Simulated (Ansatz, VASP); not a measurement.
**W in VASP and in Ansatz**

File INCAR:

```
ALGO = Fast
EDIFF = 1E-6
ENCUT = 520
GGA = PS
ISIF = 2
ISMEAR = 0
LASPH = T
LCHARG = F
LREAL = F
LWAVE = F
NBANDS = 13
NELM = 80
PREC = Accurate
SIGMA = 0.15
```

File KPOINTS:

```
k-points
0
Gamma
  20 20 20
```

File POSCAR:

```
W
1.0
   -1.5973000000      1.5973000000      1.7250840000
    1.5973000000     -1.5973000000      1.7250840000
    1.5973000000      1.5973000000     -1.7250840000
W
1
Direct
    0.0000000000      0.0000000000      0.0000000000
```

Input for Ansatz:

```yaml
crystal:
  lattice:
    - [-1.5973, 1.5973, 1.725084]
    - [1.5973, -1.5973, 1.725084]
    - [1.5973, 1.5973, -1.725084]
  atoms:
    - { symbol: W, position: [0.0, 0.0, 0.0] }
basis:
  ecutwfc: 420
kpoints:
  mp_grid: { grid: [20, 20, 20] }
hamiltonian:
  xc: pbesol
scf:
  occupations: { method: gaussian, width: 0.15 }
output:
  forces: true
  stress: true
  eigenvalues: true
```

Change from the starting cell: strain +0.000 along x and y, +0.080 along z, atoms carried along.

Alike in both runs: task single point; functional PBEsol; k mesh 20 × 20 × 20; occupations gaussian, width 0.15 eV; no spin polarisation.

|  | VASP | Ansatz |
| --- | --- | --- |
| version | VASP 6.6.1 | Ansatz 0.2.0 |
| potentials or method | VASP PAW PBE potentials, release 64 (W_sv), cutoff 520 eV | scalar-relativistic, plane waves, PAW |
| valence electrons in the cell | 14 | 14 |

```csv
,VASP,Ansatz,Ansatz less VASP
gap on the k mesh at the Fermi level (eV),none,none,-
pressure (GPa),-28.3,-28.5,-0.23
"traceless stress, the component that is largest in VASP (GPa)",-11.62,-11.63,-0.009
```

VASP's potentials were made for PBE, not for PBEsol. A gap of «none» marks a metal or a gap that the smearing closes. Both programs put the cell under strong tension, so it lies far from rest at this level.

Neither program's run includes spin-orbit coupling.
